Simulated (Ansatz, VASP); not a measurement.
## Two plane-wave programs on SiO2

```xyz
12
Lattice="4.9501 0.0000 0.0000 0.0000 4.9501 0.0000 0.0000 0.0000 6.8760" Properties=species:S:1:pos:R:3 pbc="T T T"
Si    1.5226    1.5226    0.0000
Si    0.9524    3.9977    1.7190
Si    3.4275    3.4275    3.4380
Si    3.9977    0.9524    5.1570
O     1.1656    0.6001    1.2905
O     1.8749    3.6406    3.0095
O     3.7845    4.3500    4.7285
O     3.0752    1.3095    6.4475
O     3.6406    1.8749    3.8665
O     4.3500    3.7845    2.1475
O     1.3095    3.0752    0.4285
O     0.6001    1.1656    5.5855
```

Alike in both runs: functional PBE; k mesh 5 × 5 × 4; occupations fermi-dirac, width 0.02 eV; no spin polarisation.

Ansatz relaxed the structure, and its values are those at the end. VASP's run is a single point on that final structure, the one shown.

|  | VASP | Ansatz |
| --- | --- | --- |
| version | VASP 6.6.1 | Ansatz 0.2.0 |
| potentials or method | VASP PAW PBE potentials, release 64 (Si, O) | plane-wave PAW, scalar-relativistic |
| plane-wave cutoff (eV) | 520 | 420 |
| valence electrons in the cell | 64 | 64 |

|  | VASP | Ansatz | Ansatz less VASP |
| --- | --- | --- | --- |
| gap on the k mesh at the Fermi level (eV) | 5.65 | 5.65 | -0.001 |
| pressure (GPa) | 1.7 | 1.6 | -0.13 |
| rms of the force components (eV/Å) | 0.013 | 0.010 | -0.0034 |

Ansatz's warnings: stress scf threshold loose.
